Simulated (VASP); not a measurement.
PtSe2: single point with PBE

PtSe2:

```xyz
3
Lattice="3.7516 0.0000 0.0000 -1.8758 3.2489 0.0000 0.0000 0.0000 6.5013" Properties=species:S:1:pos:R:3 pbc="T T T"
Pt    0.0000    0.0000    0.0000
Se    1.8758    1.0830    5.1948
Se    0.0000    2.1660    1.3066
```

```
Program                : VASP 6.6.1
Task                   : single point
Functional             : PBE
Potentials or basis    : VASP PAW PBE potentials, release 64 (Pt, Se)
Cutoff                 : 520 eV
k mesh                 : 12 × 12 × 4
Occupations            : gaussian, width 0.02 eV
Spin                   : no spin polarisation
Dipole correction      : no
Further INCAR settings : ALGO = Normal; EDIFF = 1e-06; NBANDS = 18
```

```yaml
Pressure: 0.0 GPa
Band_gap_on_the_k_mesh: 0.87 eV, indirect (least direct gap 1.03 eV)
```

Levels at points of the mesh, in eV from the valence-band top:
| k point | band 9 | band 10 | band 11 | band 12 | band 13 | band 14 |
| --- | --- | --- | --- | --- | --- | --- |
| (0.00, 0.00, 0.00) | -0.27 | -0.27 | -0.22 | 2.63 | 2.63 | 4.18 |
| (0.50, 0.00, 0.00) | -2.15 | -2.10 | -1.85 | 1.94 | 2.51 | 4.67 |
| (0.00, 0.00, 0.50) | -1.30 | -0.30 | -0.30 | 2.70 | 2.70 | 5.27 |
| (0.50, 0.00, 0.50) | -2.21 | -2.04 | -1.37 | 2.15 | 2.35 | 4.39 |

It took 62 s on 1 thread of Intel(R) Xeon(R) Platinum 8259CL CPU @ 2.50GHz (Skylake/Cascade Lake) (shared host), peak memory 0.25 GiB.

Caveat: spin-orbit coupling is left out, which moves the levels of the heavy elements; this functional lacks dispersion, which binds the layers, so the pressure and a relaxed spacing across them are unreliable. A k mesh can miss the band edges.
